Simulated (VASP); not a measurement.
Here is a VASP 6.6.1 calculation.

File INCAR:

```
  PREC = Accurate
  ENCUT = 520
  EDIFF = 1E-6
  ISMEAR = -1
  SIGMA = 0.1
  LREAL = F
  LASPH = T
  NELM = 150
  ALGO = Normal
  ISIF = 2
  LWAVE = F
  LCHARG = F
  ISPIN = 2
  MAGMOM = 2.5
  LORBIT = 11
  LMAXMIX = 4
  LDIPOL = T
  IDIPOL = 3
  DIPOL = 0.5 0.5 0.500
  GGA = PE
  NBANDS = 14
```

Contents of KPOINTS:

```
regular mesh
0
Gamma
  11 11 1
```

The input POSCAR:

```
Fe
1.0
    4.0041382870      0.0000000000      0.0000000000
   -2.0020691435      3.4676854768      0.0000000000
    0.0000000000      0.0000000000     16.0000000000
Fe
1
Direct
    0.0000000000      0.0000000000      0.5000000000
```

Potentials or basis: VASP PAW PBE potentials, release 64 (Fe).

Launch:

```console
$ cat potpaw_PBE.64/Fe/POTCAR > POTCAR
$ mpirun -np 1 vasp_std > vasp.out
```

Problem. Estimate the site moments.

Solution. Fe +3.49 μB.

Problem. What does it give for the net moment?

Solution. 3.77 μB per cell.
